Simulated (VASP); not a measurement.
# CdS in VASP: further runs

The runs below take CdS through single point, with revPBE, AM05.

Program: VASP 6.6.1. These are calculated values, not measurements. Logs are shortened: lines on timing, memory, paths and dates and some standing lists are left out, and cuts for length are marked.

## (1) The cell of the first run

The cell holds a sheet with vacuum, 2 atoms: a = 4.261 Å, b = 4.261 Å, c = 16.049 Å, α = 90.00°, β = 90.00°, γ = 120.00°.

## (2) Single point, revPBE

The input, INCAR:

```
ALGO = Normal ; DIPOL = 0.5 0.5 0.500
EDIFF = 1E-6 ; EFERMI = MIDGAP
ENCUT = 360 ; GGA = RE
GGA_COMPAT = F ; IDIPOL = 3
ISIF = 0 ; ISMEAR = 0
LASPH = T ; LCHARG = F
LDIPOL = T ; LREAL = F
LWAVE = F ; NBANDS = 19
NELM = 120 ; PREC = Accurate
SIGMA = 0.03
```

The input, KPOINTS:

```
Automatic mesh
0
Gamma
  6 6 1
  0 0 0
```

The input, POSCAR:

```
CdS
1.0
    4.2611695877      0.0000000000      0.0000000000
   -2.1305847939     -3.6902811128      0.0000000000
    0.0000000000      0.0000000000    -16.0486612573
Cd S
1 1
Direct
    0.0000000000      0.0000000000      0.5015160535
    0.3333333333      0.6666666667      0.4984839465
```

Potentials or basis: VASP PAW PBE potentials, release 64 (Cd, S).

On the command line:

```sh
$ cat potpaw_PBE.64/Cd/POTCAR potpaw_PBE.64/S/POTCAR > POTCAR
$ mpirun -np 1 vasp_std > vasp.out
```

OUTCAR:

```text
EDIFF = 1E-6
   EFERMI = MIDGAP
   ENCUT = 360
   GGA = RE
   ISIF = 0
   ISMEAR = 0
   LASPH = T
   LREAL = F
   NELM = 120
   PREC = Accurate

 Found      7 irreducible k-points:

 Following reciprocal coordinates:
            Coordinates               Weight
  0.000000  0.000000  0.000000      1.000000
  0.166667  0.000000  0.000000      6.000000
  0.333333 -0.000000  0.000000      6.000000
  0.500000  0.000000  0.000000      3.000000
  0.166667  0.166667  0.000000      6.000000
  0.333333  0.166667  0.000000     12.000000
   k-points           NKPTS =      7   k-points in BZ     NKDIM =      7   number of bands    NBANDS=     19
   number of dos      NEDOS =    301   number of ions     NIONS =      2
   total plane-waves  NPLWV =  78400
   dimension x,y,z NGX =    28 NGY =   28 NGZ =  100
   dimension x,y,z NGXF=    56 NGYF=   56 NGZF=  200
   ions per type =               1   1
   NGX,Y,Z   is equivalent  to a cutoff of  10.92, 10.92, 10.36 a.u.
   NGXF,Y,Z  is equivalent  to a cutoff of  21.85, 21.85, 20.72 a.u.
 SYSTEM =  unknown system
   PREC   = accura    normal or accurate (medium, high low for compatibility)
   ISTART =      0    job   : 0-new  1-cont  2-samecut
   ICHARG =      2    charge: 1-file 2-atom 10-const
   ISPIN  =      1    spin polarized calculation?
   LNONCOLLINEAR =      F non collinear calculations
   LSORBIT =      F    spin-orbit coupling
   LASPH  =      T    aspherical Exc in radial PAW
   ENCUT  =  360.0 eV  26.46 Ry    5.14 a.u.   6.59  6.59 24.83*2*pi/ulx,y,z
   NELM   =    120;   NELMIN=  2; NELMDL= -5     # of ELM steps
   EDIFF  = 0.1E-05   stopping-criterion for ELM
   LREAL  =      F    real-space projection
   EDIFFG = 0.1E-04   stopping-criterion for IOM
   NSW    =      0    number of steps for IOM
   IBRION =     -1    ionic relax: 0-MD 1-quasi-New 2-CG
   NFREE  =      0    steps in history (QN), initial steepest desc. (CG)
   ISIF   =      0    stress and relaxation
   ISYM   =      2    0-nonsym 1-usesym 2-fastsym
   POTIM  = 0.5000    time-step for ionic-motion
   TEBEG  =    0.0;   TEEND  =   0.0 temperature during run

   SCALEE = 1.0000    scale energy and forces
   PSTRESS=    0.0 pullay stress
   NELECT =      18.0000    total number of electrons
   NUPDOWN=      -1.0000    fix difference up-down
   EMIN   =  10.00;   EMAX   =-10.00  energy-range for DOS
   EFERMI =   0.00;   METHOD = MIDGAP
   ISMEAR =     0;   SIGMA  =   0.03  broadening in eV -4-tet -1-fermi 0-gaus
   EFERMI_NEDOS =   21; number of points for ismear=-14 and -15
   IALGO  =     38    algorithm
   IMIX   =      4    mixing-type and parameters
     AMIX     =   0.40;   BMIX     =  1.00
     AMIX_MAG =   1.60;   BMIX_MAG =  1.00
  volume/ion in A,a.u.               =     126.18       851.52
  Fermi-wavevector in a.u.,A,eV,Ry     =   0.678927  1.282987  6.271501  0.460942
  Thomas-Fermi vector in A             =   1.756975
   LORBIT       =      0    0 simple, 1 ext, 2 COOP (PROOUT), +10 PAW based schemes
   GGA     = RE    functional components
   LHFCALC =     F    Hartree Fock is set to
   AEXX    =    0.0000 exact exchange contribution
   IVDW    =     0    specifies the selected vdW correction
   LEPSILON=     F    determine dielectric tensor
   LRPA    =     F    only Hartree local field effects (RPA)

   CSHIFT  =0.1000    complex shift for real part using Kramers Kronig

   OMEGAMAX=  -1.0    maximum frequency
 non-spin polarized calculation
 Gauss-broadening in eV      SIGMA  =   0.03
  energy-cutoff  :      360.00
  volume of cell :      252.36
 maximum number of plane-waves:      3985
 NGX is ok and might be reduce to    28
   NGX = 13   NGY = 13   NGZ = 49

 number of electron      18.0000008 magnetization

 DIPCOR: dipole corrections for dipol
 direction  3 min pos     1,
 dipolmoment           0.000000      0.000000      0.012867 electrons x Angstroem
 Tr[quadrupol]       -25.182926

 energy correction for charged system         0.000000 eV

 dipol+quadrupol energy correction           -0.000059 eV

 added-field ion interaction          0.001347 eV  (added to PSCEN)

 Free energy of the ion-electron system (eV)
  ---------------------------------------------------
  ext. energy  EPLUGINS =         0.00000000
  ---------------------------------------------------
  free energy    TOTEN  =        -5.20664855 eV

  energy without entropy =       -5.20664855  energy(sigma->0) =       -5.20664855

 E-fermi :  -3.4830     XC(G=0):  -2.4840

 val. band max:       -4.3386124339   @ k =   0.0000   0.0000   0.0000
 cond. band min:      -2.6273524736   @ k =   0.0000   0.0000   0.0000
 fundamental gap:      1.7112599603
 Fermi energy:        -3.4829824538

 k-point     1 :       0.0000    0.0000    0.0000
  band No.  band energies     occupation
      1     -15.9414      2.00000
      2     -11.9752      2.00000
      3     -11.9752      2.00000
      4     -11.4802      2.00000
      5     -11.4802      2.00000
      6     -11.2706      2.00000
      7      -5.4909      2.00000
      8      -4.3386      2.00000
      9      -4.3386      2.00000
     10      -2.6274      0.00000
     11       0.7201      0.00000
     12       0.8924      0.00000
     13       1.9490      0.00000
     14       2.5161      0.00000
     15       2.6621      0.00000
     16       2.6621      0.00000
     17       4.3728      0.00000
     18       4.7265      0.00000
     19       7.0170      0.00000

 k-point     2 :       0.1667    0.0000    0.0000
  band No.  band energies     occupation
      1     -15.8596      2.00000
      2     -11.9353      2.00000
      3     -11.9064      2.00000
      4     -11.5080      2.00000
      5     -11.4841      2.00000
      6     -11.2395      2.00000
      7      -5.6140      2.00000
      8      -5.2863      2.00000
      9      -4.7018      2.00000
     10      -1.5116      0.00000
     11       0.8165      0.00000
     12       1.1719      0.00000
     13       2.1552      0.00000
     14       2.4567      0.00000
     15       2.5057      0.00000
     16       3.4211      0.00000
     17       4.5841      0.00000
     18       4.6789      0.00000
     19       6.7718      0.00000

 k-point     3 :       0.3333   -0.0000    0.0000
  band No.  band energies     occupation
      1     -15.6946      2.00000
      2     -11.8012      2.00000
      3     -11.7592      2.00000
      4     -11.5613      2.00000
      5     -11.4917      2.00000
      6     -11.1546      2.00000
      7      -7.1736      2.00000
      8      -5.3365      2.00000
      9      -4.8336      2.00000
     10      -0.6122      0.00000
     11       0.6484      0.00000
     12       1.8205      0.00000
     13       2.7359      0.00000
     14       2.8261      0.00000
     15       3.4412      0.00000
     16       4.6691      0.00000
     17       5.2165      0.00000
     18       5.2358      0.00000
     19       5.8787      0.00000

 k-point     4 :       0.5000    0.0000    0.0000
  band No.  band energies     occupation
      1     -15.6120      2.00000
      2     -11.7021      2.00000
      3     -11.6801      2.00000
      4     -11.5866      2.00000
      5     -11.4954      2.00000
      6     -11.0780      2.00000
      7      -7.8703      2.00000
      8      -5.6248      2.00000
      9      -4.5681      2.00000
     10      -0.4765      0.00000
     11       0.3822      0.00000
     12       2.8433      0.00000
     13       3.2395      0.00000
     14       3.5268      0.00000
     15       4.1503      0.00000
     16       4.3724      0.00000
     17       4.4665      0.00000
     18       5.3456      0.00000
     19       5.4146      0.00000

 k-point     5 :       0.1667    0.1667    0.0000
  band No.  band energies     occupation
      1     -15.7360      2.00000
      2     -11.8739      2.00000
      3     -11.7721      2.00000
      4     -11.5448      2.00000
      5     -11.4934      2.00000
      6     -11.1743      2.00000
      7      -6.7058      2.00000
      8      -5.4040      2.00000
      9      -4.9563      2.00000
     10      -0.4441      0.00000
     11       0.7707      0.00000
     12       1.6815      0.00000
     13       2.2735      0.00000
     14       2.6627      0.00000
     15       2.9171      0.00000
     16       4.6699      0.00000
     17       4.7589      0.00000
     18       5.2180      0.00000
     19       5.3505      0.00000

 k-point     6 :       0.3333    0.1667    0.0000
  band No.  band energies     occupation
      1     -15.6121      2.00000
      2     -11.7677      2.00000
      3     -11.6581      2.00000
      4     -11.5776      2.00000
      5     -11.5049      2.00000
      6     -11.0325      2.00000
      7      -7.6446      2.00000
      8      -6.0773      2.00000
      9      -4.5751      2.00000
     10       0.2401      0.00000
     11       0.5325      0.00000
     12       2.4893      0.00000
     13       3.2858      0.00000
     14       3.3898      0.00000
     15       4.0253      0.00000
     16       4.1882      0.00000
     17       4.7491      0.00000
     18       5.3892      0.00000
     19       5.5575      0.00000

 [... further k-points ...]

------------------------ aborting loop because EDIFF is reached ----------------------------------------

 vacuum level on the upper side and lower side of the slab       (xc-potential included)        -0.167        -0.068

 VOLUME and BASIS-vectors are now :
 -----------------------------------------------------------------------------
  energy-cutoff  :      360.00
  volume of cell :      252.36
      direct lattice vectors                 reciprocal lattice vectors
     4.261169588  0.000000000  0.000000000     0.234677353 -0.135491033  0.000000000
    -2.130584794 -3.690281113  0.000000000     0.000000000 -0.270982066  0.000000000
     0.000000000  0.000000000-16.048661257     0.000000000  0.000000000 -0.062310493

 POSITION                                       TOTAL-FORCE (eV/Angst)
 -----------------------------------------------------------------------------------
      0.00000      0.00000     -8.04866         0.000000      0.000000      0.009041
     -0.00000     -2.46019     -8.00000        -0.000000     -0.000000     -0.009041
 -----------------------------------------------------------------------------------
    total drift:                                0.000001      0.000001      0.001581

  FREE ENERGIE OF THE ION-ELECTRON SYSTEM (eV)
  ---------------------------------------------------
  free  energy   TOTEN  =        -5.2066485481 eV

  energy  without entropy=       -5.2066485481  energy(sigma->0) =       -5.20664855

 vacuum level on the upper side and lower side of the slab         1.170         1.281
```

It took 19 s on 1 thread of Intel Xeon 6975P-C (Granite Rapids), shared host; peak memory 0.25 GiB.

Results:

```yaml
Free_energy: -5.2066 eV
Largest_force: 0.009 eV/Å
Band_gap_on_the_k_mesh: 1.71 eV
```

Forces on the atoms (eV/Å):
```
Cd   0.000  0.000  0.009
S    0.000  0.000 -0.009
```

Caveat: the PAW data sets were made with another functional, which shifts forces and pressure a little.

## (3) Single point, revPBE

The input, INCAR:

```
ALGO = Normal ; DIPOL = 0.5 0.5 0.500
EDIFF = 1E-8 ; EFERMI = MIDGAP
ENCUT = 620 ; GGA = RE
GGA_COMPAT = F ; IDIPOL = 3
ISIF = 0 ; ISMEAR = 0
LASPH = T ; LCHARG = F
LDIPOL = T ; LREAL = F
LWAVE = F ; NBANDS = 29
NELM = 120 ; PREC = Accurate
SIGMA = 0.03
```

The input, KPOINTS:

```
Automatic mesh
0
Gamma
  12 12 1
  0 0 0
```

POSCAR is that of step 2.

Potentials or basis: VASP PAW PBE potentials, release 64 (Cd, S).

On the command line:

```sh
$ cat potpaw_PBE.64/Cd/POTCAR potpaw_PBE.64/S/POTCAR > POTCAR
$ mpirun -np 1 vasp_std > vasp.out
```

Wall time 3 min (1 thread of Intel Xeon 6975P-C (Granite Rapids), shared host); peak memory 0.49 GiB.

It converged, with:

| Quantity | Value |
| --- | --- |
| Free energy | -5.2169 eV |
| Largest force | 0.009 eV/Å |
| Band gap on the k mesh | 1.72 eV |

Forces in eV/Å, atoms in the order of the input:
```
Cd   0.000  0.000  0.009
S    0.000  0.000 -0.009
```

Levels at points of the mesh, in eV from the valence-band top:
```tsv
k point	band 6	band 7	band 8	band 9	band 10	band 11	band 12	band 13
(0.00, 0.00, 0.00)	-6.94	-1.15	0.00	0.00	1.72	5.06	5.25	6.31
(0.50, 0.00, 0.00)	-6.75	-3.53	-1.28	-0.23	3.87	4.73	7.19	7.58
```

Caveat: the PAW data sets were made with another functional, which shifts forces and pressure a little.

## (4) Single point, AM05

POSCAR is that of step 3.

The input, INCAR.step1:

```
ALGO = Normal ; DIPOL = 0.5 0.5 0.500
EDIFF = 1E-5 ; EFERMI = MIDGAP
ENCUT = 400 ; GGA = PE
GGA_COMPAT = F ; IDIPOL = 3
ISIF = 0 ; ISMEAR = 0
LASPH = T ; LCHARG = T
LDIPOL = T ; LREAL = F
LWAVE = T ; NELM = 100
NELMDL = -8 ; PREC = Accurate
SIGMA = 0.03
```

The input, INCAR.step2:

```
ALGO = All ; DIPOL = 0.5 0.5 0.500
EDIFF = 1E-6 ; EFERMI = MIDGAP
ENCUT = 400 ; GGA = AM
GGA_COMPAT = F ; IDIPOL = 3
ISEARCH = 1 ; ISIF = 0
ISMEAR = 0 ; ISTART = 1
LASPH = T ; LCHARG = F
LDIPOL = T ; LREAL = F
LWAVE = F ; NELM = 100
NELMDL = -8 ; PREC = Accurate
SIGMA = 0.03
```

The input, KPOINTS:

```
k-points
0
Gamma
  5 5 1
```

On the command line:

```sh
$ cat potpaw_PBE.64/Cd/POTCAR potpaw_PBE.64/S/POTCAR > POTCAR
$ cp INCAR.step1 INCAR
$ mpirun -np 1 vasp_std > vasp.out
$ cp INCAR.step2 INCAR
$ mpirun -np 1 vasp_std > vasp.out
```

It took 84 s on 1 thread of Intel Xeon 6975P-C (Granite Rapids), shared host; peak memory 0.26 GiB.

The run converged. Its results:

| Quantity | Value |
| --- | --- |
| Free energy | -5.8288 eV |
| Largest force | 0.020 eV/Å |
| Band gap on the k mesh | 1.62 eV |

Forces in eV/Å, atoms in the order of the input:
```
Cd   0.000  0.000  0.020
S    0.000  0.000 -0.020
```

Levels at points of the mesh, in eV from the valence-band top:
```
           k point  band 6  band 7  band 8  band 9  band 10  band 11  band 12  band 13
(0.00, 0.00, 0.00)   -6.93   -1.14    0.00    0.00     1.62     2.99     4.80     5.79
```

Caveat: the PAW data sets were made with another functional, which shifts forces and pressure a little.

## (5) Summary

```tsv
level	k mesh	cutoff (eV)	tolerance level	purpose	gap on the mesh (eV)	largest force (eV/Å)
revPBE	6 × 6 × 1	360	screening	levels	1.71	0.01
revPBE	12 × 12 × 1	620	screening	levels	1.72	0.01
AM05	5 × 5 × 1	400	standard	a run that is hard to end	1.62	0.02
```

Alike in all rows: task single point; potentials or basis VASP PAW PBE potentials, release 64 (Cd, S); no spin polarisation; cell as given; smearing gaussian 0.03 eV.

On the cell as given the gap runs from 1.62 eV (AM05) to 1.72 eV (revPBE); the meshes differ, which moves gaps too.

Caveats: the PAW data sets were made with another functional, which shifts forces and pressure a little.

Total energies depend on the potentials used, so only differences within one code and one set of settings carry meaning.
